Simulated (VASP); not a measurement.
# Tl (P6_3/mmc) in VASP: further runs, part 2 of 2

VASP 6.6.1.

## 3. Relaxation of shape and atoms at fixed volume, PBE

This run uses another cell than the first one, of 18.89 Å³/atom.

INCAR

```
SYSTEM = Tl
PREC = Accurate
ENCUT = 600
EDIFF = 1E-6
ISMEAR = -1
SIGMA = 0.1
LREAL = .False.
LASPH = .True.
NELM = 80
ALGO = Normal
ISIF = 4
LWAVE = .False.
LCHARG = .False.
GGA = PE
IBRION = 2
NSW = 50
EDIFFG = -0.005
```

KPOINTS

```
Automatic mesh
0
Gamma
  14 14 8
  0 0 0
```

POSCAR

```
Tl
1.0
    3.0278157623      0.0000000000      0.0000000000
   -1.5139078811      2.6221653681      0.0000000000
    0.0000000000      0.0000000000      4.7580301893
Tl
2
Direct
    0.3333333333      0.6666666667      0.2500000000
    0.6666666667      0.3333333333      0.7500000000
```

Potentials or basis: VASP PAW PBE potentials, release 64 (Tl_d).

Command:

```bash
cat potpaw_PBE.64/Tl_d/POTCAR > POTCAR
mpirun -np 1 vasp_std > vasp.out
```

OUTCAR:

```text
SYSTEM = Tl
   PREC = Accurate
   ENCUT = 600
   EDIFF = 1E-6
   ISMEAR = -1
   LREAL = .False.
   LASPH = .True.
   NELM = 80
   ISIF = 4
   GGA = PE
   IBRION = 2
   NSW = 50
   EDIFFG = -0.005

 ion  position               nearest neighbor table
   1  0.333  0.667  0.250-   2 2.95   2 2.95   2 2.95   2 2.95   2 2.95   2 2.95
   2  0.667  0.333  0.750-   1 2.95   1 2.95   1 2.95   1 2.95   1 2.95   1 2.95

  LATTYP: Found a hexagonal cell.
 ALAT       =     3.0278157623
 C/A-ratio  =     1.5714397978

  Lattice vectors:

 A1 = (   3.0278157623,   0.0000000000,   0.0000000000)
 A2 = (  -1.5139078811,   2.6221653681,   0.0000000000)
 A3 = (   0.0000000000,   0.0000000000,   4.7580301893)

Analysis of symmetry for initial positions (statically):
=====================================================================
 Subroutine PRICEL returns:
 Original cell was already a primitive cell.

 Routine SETGRP: Setting up the symmetry group for a
 hexagonal supercell.

 Subroutine GETGRP returns: Found 24 space group operations
 (whereof 12 operations were pure point group operations)
 out of a pool of 24 trial point group operations.

The static configuration has the point symmetry D_3d.
 The point group associated with its full space group is D_6h.

Analysis of symmetry for dynamics (positions and initial velocities):
=====================================================================
 Subroutine PRICEL returns:
 Original cell was already a primitive cell.

 Routine SETGRP: Setting up the symmetry group for a
 hexagonal supercell.

 Subroutine GETGRP returns: Found 24 space group operations
 (whereof 12 operations were pure point group operations)
 out of a pool of 24 trial point group operations.

The dynamic configuration has the point symmetry D_3d.
 The point group associated with its full space group is D_6h.

 Subroutine INISYM returns: Found 24 space group operations
 (whereof 12 operations are pure point group operations),
 and found     1 'primitive' translations

----------------------------------------------------------------------------------------

                                     Primitive cell

  volume of cell :      37.7761

  direct lattice vectors                    reciprocal lattice vectors
     3.027815762  0.000000000  0.000000000     0.330271086  0.190682100  0.000000000
    -1.513907881  2.622165368  0.000000000     0.000000000  0.381364201  0.000000000
     0.000000000  0.000000000  4.758030189     0.000000000  0.000000000  0.210171008

  length of vectors
     3.027815762  3.027815762  4.758030189     0.381364201  0.381364201  0.210171008

  position of ions in fractional coordinates (direct lattice)
     0.333333333  0.666666667  0.250000000
     0.666666667  0.333333333  0.750000000

  ion indices of the primitive-cell ions
   primitive index   ion index
                 1           1
                 2           2

----------------------------------------------------------------------------------------

 KPOINTS: Automatic mesh

[... 29 lines left out ...]
  0.357143  0.000000  0.000000      6.000000
[... 16 lines left out ...]
  0.285714  0.285714  0.000000      6.000000
  0.357143  0.285714  0.000000      6.000000
 [... further k-points ...]
   k-points           NKPTS =    120   k-points in BZ     NKDIM =    120   number of bands    NBANDS=     17
   number of dos      NEDOS =    301   number of ions     NIONS =      2
   total plane-waves  NPLWV =  23040
   dimension x,y,z NGX =    24 NGY =   24 NGZ =   40
   dimension x,y,z NGXF=    48 NGYF=   48 NGZF=   80
   ions per type =               2
   NGX,Y,Z   is equivalent  to a cutoff of  13.18, 13.18, 13.98 a.u.
   NGXF,Y,Z  is equivalent  to a cutoff of  26.35, 26.35, 27.95 a.u.
 SYSTEM =  Tl
   PREC   = accura    normal or accurate (medium, high low for compatibility)
   ISTART =      0    job   : 0-new  1-cont  2-samecut
   ICHARG =      2    charge: 1-file 2-atom 10-const
   ISPIN  =      1    spin polarized calculation?
   LNONCOLLINEAR =      F non collinear calculations
   LSORBIT =      F    spin-orbit coupling
   LASPH  =      T    aspherical Exc in radial PAW
   ENCUT  =  600.0 eV  44.10 Ry    6.64 a.u.   6.05  6.05  9.50*2*pi/ulx,y,z
   NELM   =     80;   NELMIN=  2; NELMDL= -5     # of ELM steps
   EDIFF  = 0.1E-05   stopping-criterion for ELM
   LREAL  =      F    real-space projection
   EDIFFG = -.5E-02   stopping-criterion for IOM
   NSW    =     50    number of steps for IOM
   IBRION =      2    ionic relax: 0-MD 1-quasi-New 2-CG
   NFREE  =      1    steps in history (QN), initial steepest desc. (CG)
   ISIF   =      4    stress and relaxation
   ISYM   =      2    0-nonsym 1-usesym 2-fastsym
   POTIM  = 0.5000    time-step for ionic-motion
   TEBEG  =    0.0;   TEEND  =   0.0 temperature during run
   PSTRESS=    0.0 pullay stress
   NELECT =      26.0000    total number of electrons
   NUPDOWN=      -1.0000    fix difference up-down
   EMIN   =  10.00;   EMAX   =-10.00  energy-range for DOS
   EFERMI =   0.00;   METHOD = LEGACY
   ISMEAR =    -1;   SIGMA  =   0.10  broadening in eV -4-tet -1-fermi 0-gaus
   EFERMI_NEDOS =   21; number of points for ismear=-14 and -15
   IALGO  =     38    algorithm
   IMIX   =      4    mixing-type and parameters
     AMIX     =   0.40;   BMIX     =  1.00
     AMIX_MAG =   1.60;   BMIX_MAG =  1.00
  volume/ion in A,a.u.               =      18.89       127.46
  Fermi-wavevector in a.u.,A,eV,Ry     =   1.445419  2.731446 28.425776  2.089236
  Thomas-Fermi vector in A             =   2.563603
   LORBIT       =      0    0 simple, 1 ext, 2 COOP (PROOUT), +10 PAW based schemes
   GGA     = PE    functional components
   LHFCALC =     F    Hartree Fock is set to
   AEXX    =    0.0000 exact exchange contribution
   IVDW    =     0    specifies the selected vdW correction
   LEPSILON=     F    determine dielectric tensor
   LRPA    =     F    only Hartree local field effects (RPA)
 conjugate gradient relaxation of ions
 non-spin polarized calculation
  energy-cutoff  :      600.00
  volume of cell :       37.78
 maximum number of plane-waves:      1282
   NGX = 13   NGY = 13   NGZ = 19

--------------------------------------- Ionic step        1  -------------------------------------------

 number of electron      26.0000004 magnetization

 Free energy of the ion-electron system (eV)
  ---------------------------------------------------
  ext. energy  EPLUGINS =         0.00000000
  ---------------------------------------------------
  free energy    TOTEN  =        -1.98418347 eV

  energy without entropy =       -1.96142325  energy(sigma->0) =       -1.97280336

------------------------ aborting loop because EDIFF is reached ----------------------------------------

  FORCE on cell =-STRESS in cart. coord.  units (eV):
  Direction    XX          YY          ZZ          XY          YZ          ZX
  --------------------------------------------------------------------------------------
  -------------------------------------------------------------------------------------
  Total       12.3998275     12.3998275     13.5246988      0.0000000      0.0000000      0.0000000
  in kB      525.9076746    525.9076746    573.6162782      0.0000000      0.0000000      0.0000000
  external PRESSURE =     541.8105425 kB  Pullay stress =       0.0000000 kB
[... 95 lines left out ...]
--------------------------------------- Ionic step        4  -------------------------------------------

 number of electron      26.0000002 magnetization

 Free energy of the ion-electron system (eV)
  ---------------------------------------------------
  ext. energy  EPLUGINS =         0.00000000
  ---------------------------------------------------
  free energy    TOTEN  =        -2.00306711 eV

  energy without entropy =       -1.98204112  energy(sigma->0) =       -1.99255412

 E-fermi :  12.3923     XC(G=0): -12.4393

 val. band max:       12.3875548414   @ k =   0.4286   0.1429   0.1250
 cond. band min:      12.4104439429   @ k =   0.5000   0.0000   0.0000
 fundamental gap:      0.0228891015
 Fermi energy:        12.3922504973

 k-point     1 :       0.0000    0.0000    0.0000
  band No.  band energies     occupation
      1      -1.5707      2.00000
      2      -1.5049      2.00000
      3      -0.5984      2.00000
      4      -0.4866      2.00000
      5      -0.4866      2.00000
      6      -0.3397      2.00000
[... 457 lines left out ...]
      4      -0.4560      2.00000
      5      -0.3479      2.00000
      6      -0.2826      2.00000
[... 9 lines left out ...]
     16      15.5629      0.00000
     17      16.5395      0.00000

 [... further k-points ...]

------------------------ aborting loop because EDIFF is reached ----------------------------------------

  FORCE on cell =-STRESS in cart. coord.  units (eV):
  Direction    XX          YY          ZZ          XY          YZ          ZX
  --------------------------------------------------------------------------------------
  -------------------------------------------------------------------------------------
  Total       12.7385513     12.7385513     12.7254106      0.0000000     -0.0000000      0.0000000
  in kB      540.2738005    540.2738004    539.7164709      0.0000000     -0.0000000      0.0000000
  external PRESSURE =     540.0880239 kB  Pullay stress =       0.0000000 kB
[... 17 lines left out ...]
  FREE ENERGIE OF THE ION-ELECTRON SYSTEM (eV)
  ---------------------------------------------------
  free  energy   TOTEN  =        -2.0030671123 eV

  energy  without entropy=       -1.9820411220  energy(sigma->0) =       -1.99255412

 reached required accuracy - stopping structural energy minimisation
```

Run time: 2.8 min. Hardware: 1 thread of Intel Xeon 8259CL, shared host; peak memory 0.22 GiB.

Results:

```
Free energy               : -2.0031 eV
Energy gained by relaxing : 9.4 meV/atom
Ionic steps               : 4
Pressure after relaxing   : 54.0 GPa
Band gap on the k mesh    : zero (bands 13 and 14 overlap by 8.44 eV)
```

Step by step:
```
step  energy change (eV)  largest force (eV/Å)  pressure (GPa)  volume (Å³)
   1              0.0000                0.0000           54.18        37.78
   2             -0.0153                0.0000           54.05        37.78
   3             -0.0188                0.0000           54.01        37.78
   4             -0.0189                0.0000           54.01        37.78
```

Final structure:
```
Tl
1.0
     2.98053    0.00000    0.00000
    -1.49027    2.58122    0.00000
     0.00000    0.00000    4.91019
Tl
2
Cartesian
  0.0000 1.7208 1.2275
  1.4903 0.8604 3.6826
```

Caveat: spin-orbit coupling is left out, which moves the levels of the heavy elements.

## 4. Relaxation of shape and atoms at fixed volume, PBE

This run uses another cell than the first one, of 22.04 Å³/atom.

INCAR

```
PREC = Accurate
ENCUT = 600
EDIFF = 1E-6
ISMEAR = -1
SIGMA = 0.1
LREAL = False
LASPH = True
NELM = 100
ALGO = Normal
ISIF = 4
LWAVE = False
LCHARG = False
GGA = PE
IBRION = 2
NSW = 50
EDIFFG = -0.005
```

KPOINTS

```
Automatic mesh
0
Gamma
  14 14 8
```

POSCAR

```
Tl
1.0
    3.1874621916      0.0000000000      0.0000000000
   -1.5937310958      2.7604232316      0.0000000000
    0.0000000000      0.0000000000      5.0089049420
Tl
2
Direct
    0.3333333333      0.6666666667      0.2500000000
    0.6666666667      0.3333333333      0.7500000000
```

Command:

```bash
cat potpaw_PBE.64/Tl_d/POTCAR > POTCAR
mpirun -np 1 vasp_std > vasp.out
```

Run time: 5.5 min. Hardware: 1 thread of Intel Xeon 8259CL, shared host; peak memory 0.25 GiB.

The run converged. Its results:

| Property | Result |
| --- | --- |
| Free energy | -3.4745 eV |
| Energy gained by relaxing | 5.8 meV/atom |
| Ionic steps | 5 |
| Pressure after relaxing | 24.6 GPa |
| Band gap on the k mesh | zero (bands 13 and 14 overlap by 7.49 eV) |

The path:
| step | energy change (eV) | largest force (eV/Å) | pressure (GPa) | volume (Å³) |
| --- | --- | --- | --- | --- |
| 1 | 0.0000 | 0.0000 | 24.75 | 44.07 |
| 2 | -0.0071 | 0.0000 | 24.67 | 44.07 |
| 3 | -0.0114 | 0.0000 | 24.59 | 44.07 |
| 4 | -0.0115 | 0.0000 | 24.58 | 44.07 |
| 5 | -0.0115 | 0.0000 | 24.58 | 44.07 |

Final structure:
```
Tl
1.0
     3.14247    0.00000    0.00000
    -1.57124    2.72146    0.00000
     0.00000    0.00000    5.15335
Tl
2
Direct
  0.33333 0.66667 0.25000
  0.66667 0.33333 0.75000
```

Levels at points of the mesh, in eV from the Fermi level:
```tsv
k point	band 9	band 10	band 11	band 12	band 13	band 14	band 15	band 16	band 17
(0.00, 0.00, 0.00)	-11.93	-11.37	-11.37	-5.35	-4.32	10.11	10.11	10.69	12.06
(0.50, 0.00, 0.00)	-11.29	-11.23	-6.02	-5.36	-0.40	0.13	1.22	4.32	4.46
(0.00, 0.00, 0.50)	-11.56	-11.56	-10.37	-10.37	3.74	3.74	10.87	10.87	11.18
(0.50, 0.00, 0.50)	-11.26	-11.26	-4.63	-4.63	-3.32	-3.32	6.63	6.63	7.15
```

Caveat: spin-orbit coupling is left out, which moves the levels of the heavy elements.

## 5. Overview

```tsv
cell	gap on the mesh (eV)	pressure (GPa)
relaxed from a = 2.849, b = 2.849, c = 4.477 Å, angles 90.0, 90.0, 120.0°, 2 atoms	none	121.4
relaxed from a = 3.028, b = 3.028, c = 4.758 Å, angles 90.0, 90.0, 120.0°, 2 atoms	none	54.0
relaxed from a = 3.187, b = 3.187, c = 5.009 Å, angles 90.0, 90.0, 120.0°, 2 atoms	none	24.6
```

Alike in all rows: task relaxation of shape and atoms at fixed volume; level PBE; potentials or basis VASP PAW PBE potentials, release 64 (Tl_d); no spin polarisation; k mesh 14 × 14 × 8; cutoff (eV) 600; smearing fermi-dirac 0.1 eV.

Caveats: spin-orbit coupling is left out, which moves the levels of the heavy elements.

Total energies depend on the potentials used, so only differences within one code and one set of settings carry meaning.

The gap in the log of VASP goes by the Fermi energy; the results here count the filled bands.